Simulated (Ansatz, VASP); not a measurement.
**Two plane-wave programs on SnO2**

```
CELL_PARAMETERS angstrom
4.61702 0.00000 0.00000
0.00000 4.61726 0.00000
0.00000 0.00000 3.29673
ATOMIC_POSITIONS crystal
Sn 0.50000 0.50000 0.50000
Sn 0.00000 0.00000 0.00000
O 0.30586 0.30596 0.00000
O 0.80586 0.19404 0.50000
O 0.19414 0.80596 0.50000
O 0.69414 0.69404 0.00000
```

Change from the starting cell: strain -0.030 along x and y, +0.030 along z, atoms carried along.

Alike in both runs: task single point; functional r2SCAN; k mesh 6 × 6 × 8; occupations gaussian, width 0.05 eV; no spin polarisation.

```csv
,VASP,Ansatz
version,VASP 6.6.1,Ansatz 0.2.0
potentials or method,"VASP PAW PBE potentials, release 64 (Sn_d, O), cutoff 520 eV","scalar-relativistic, plane waves, PAW"
valence electrons in the cell,52,52
```

```tsv
	VASP	Ansatz	Ansatz less VASP
gap on the k mesh at the Fermi level (eV)	2.02	1.99	-0.029
least direct gap on the mesh (eV)	2.02	1.99	-0.029
pressure (GPa)	6.5	5.3	-1.21
traceless stress, the component that is largest in VASP (GPa)	-8.31	-8.41	-0.094
rms of the force components (eV/Å)	0.092	0.086	-0.0061
```

VASP's potentials were made for PBE, not for r2SCAN. Atom by atom the forces differ by 0.006 eV/Å (rms over components).
